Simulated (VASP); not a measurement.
A run of VASP 6.6.1:

Contents of INCAR:

```
ALGO = Normal
DIPOL = 0.5 0.5 0.500
EDIFF = 1E-6
ENCUT = 520
GGA = PS
IDIPOL = 3
ISIF = 2
ISMEAR = 0
LASPH = T
LCHARG = F
LDIPOL = T
LREAL = F
LWAVE = F
NBANDS = 81
NELM = 100
PREC = Accurate
SIGMA = 0.1
```

Contents of KPOINTS:

```
k-points
0
Gamma
  9 9 1
```

Contents of POSCAR:

```
Ge
1.0
    3.9969678635      0.0000000000      0.0000000000
   -1.9984839317      3.4614757079      0.0000000000
    0.0000000000      0.0000000000     29.0227094328
Ge
10
Direct
    0.6666666667      0.3333333333      0.2572347834
    0.3333333333      0.6666666667      0.2852759052
    0.3333333333      0.6666666667      0.3712979784
    0.6666666667      0.3333333333      0.4003396577
    0.6666666667      0.3333333333      0.4852713049
    0.3333333333      0.6666666667      0.5147286898
    0.3333333333      0.6666666667      0.5996603368
    0.6666666667      0.3333333333      0.6287020180
    0.6666666667      0.3333333333      0.7147240877
    0.3333333333      0.6666666667      0.7427652382
```

Potentials or basis: VASP PAW PBE potentials, release 64 (Ge_d).

Run with:

```console
$ cat potpaw_PBE.64/Ge_d/POTCAR > POTCAR
$ mpirun -np 1 vasp_std > vasp.out
```

Hardware: 1 thread of Intel(R) Xeon(R) 6975P-C (Granite Rapids), on a shared host.

Problem. Estimate the wall time of this run.

Solution. It took 7.1 min on 1 thread of Intel(R) Xeon(R) 6975P-C (Granite Rapids), with other jobs on the host, peak memory 0.59 GiB. Counts: scf iterations 24, k points 12.
